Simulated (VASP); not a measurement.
Input of a VASP 6.6.1 run:

Contents of INCAR:

```
  AGGAC = 1.0
  AGGAX = 1.0
  ALDAC = 0.0
  ALDAX = 1.0
  ALGO = Normal
  EDIFF = 1E-7
  ENCUT = 520
  GGA = B5
  ISIF = 2
  ISMEAR = -1
  LASPH = True
  LCHARG = True
  LELF = True
  LREAL = False
  LVHAR = True
  LWAVE = False
  NBANDS = 11
  NELM = 60
  PREC = Accurate
  SIGMA = 0.1
```

KPOINTS

```
k-points
0
Gamma
  22 22 22
```

The input POSCAR:

```
Pd
1.0
    0.0000000000      2.0934498793      2.0934498793
    2.0934498793      0.0000000000      2.0934498793
    2.0934498793      2.0934498793      0.0000000000
Pd
1
Direct
    0.0000000000      0.0000000000      0.0000000000
```

Potentials or basis: VASP PAW PBE potentials, release 64 (Pd).

Command:

```sh
$ cat potpaw_PBE.64/Pd/POTCAR > POTCAR
$ mpirun -np 1 vasp_std > vasp.out
```

Question: What does it give for the pressure?

Answer: -10.8 GPa.

Question: What does it give for the band gap on the k mesh?

Answer: Zero (band 5 reaches 7.19 eV, above the bottom of band 6 at 6.07 eV).

Caveat: the PAW data sets were made with another functional, which shifts forces and pressure a little.
